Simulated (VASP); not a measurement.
A run of VASP 6.6.1 is set up as follows.

INCAR

```
SYSTEM = Se
PREC = Accurate
ENCUT = 520
EDIFF = 1E-6
ISMEAR = -1
SIGMA = 0.05
LREAL = .False.
LASPH = .True.
NELM = 60
ALGO = Normal
ISIF = 2
LWAVE = .False.
LCHARG = .False.
GGA = PE
NBANDS = 13
```

The input KPOINTS:

```
regular mesh
0
Gamma
  12 12 12
  0 0 0
```

POSCAR

```
Se
1.0
    1.9376029308     -1.1186755737      3.1629334957
    0.0000000000      2.2373511474      3.1629334957
   -1.9376029308     -1.1186755737      3.1629334957
Se
2
Direct
    0.2500000000      0.2500000000      0.2500000000
   -0.2500000000     -0.2500000000     -0.2500000000
```

Potentials or basis: VASP PAW PBE potentials, release 64 (Se).

Launch:

```bash
$ cat potpaw_PBE.64/Se/POTCAR > POTCAR
$ mpirun -np 1 vasp_std > vasp.out
```

Problem. Estimate the pressure.

Solution. 8.7 GPa.

Problem. Estimate the band gap on the k mesh.

Solution. Zero (bands 6 and 7 overlap by 4.65 eV).

Caveat: the cell stands under pressure.
